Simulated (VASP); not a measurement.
Here is a VASP 6.6.1 calculation.

The input INCAR:

```
SYSTEM = LuGeO
PREC = Accurate
ENCUT = 520
EDIFF = 1E-6
ISMEAR = 0
SIGMA = 0.1
LREAL = .False.
LASPH = .True.
NELM = 100
ALGO = Normal
ISIF = 2
LWAVE = .False.
LCHARG = .True.
GGA = PE
LELF = .True.
LVHAR = .True.
NBANDS = 30
```

The input KPOINTS:

```
regular mesh
0
Gamma
  6 6 6
  0 0 0
```

POSCAR

```
LuGeO
1.0
    3.9295215203      0.0000000028      0.0000000000
   -1.9647607626      3.4030654600      0.0000000000
    0.0000000000      0.0000000000      3.7894410601
Lu Ge O
1 1 1
Direct
    0.6666666667      0.3333333333      0.0000000000
    0.0000000000      0.0000000000      0.5000000000
    0.3333333333      0.6666666667      0.5000000000
```

Potentials or basis: VASP PAW PBE potentials, release 64 (Lu, Ge_d, O).

The run is started by

```console
$ cat potpaw_PBE.64/Lu/POTCAR potpaw_PBE.64/Ge_d/POTCAR potpaw_PBE.64/O/POTCAR > POTCAR
$ mpirun -np 1 vasp_std > vasp.out
```

Task: Predict the band gap on the k mesh.

Result: Zero (an odd number of electrons rules out a gap without spin polarisation).

Task: Predict the pressure.

Result: 0.1 GPa.

Stress tensor (GPa, compression positive):
```
0.04 0.00 0.00
0.00 0.04 0.00
0.00 0.00 0.36
```

Caveat: spin-orbit coupling is left out, which moves the levels of the heavy elements; an odd number of electrons without spin polarisation forces a metal; a magnetic or distorted state may lie lower.
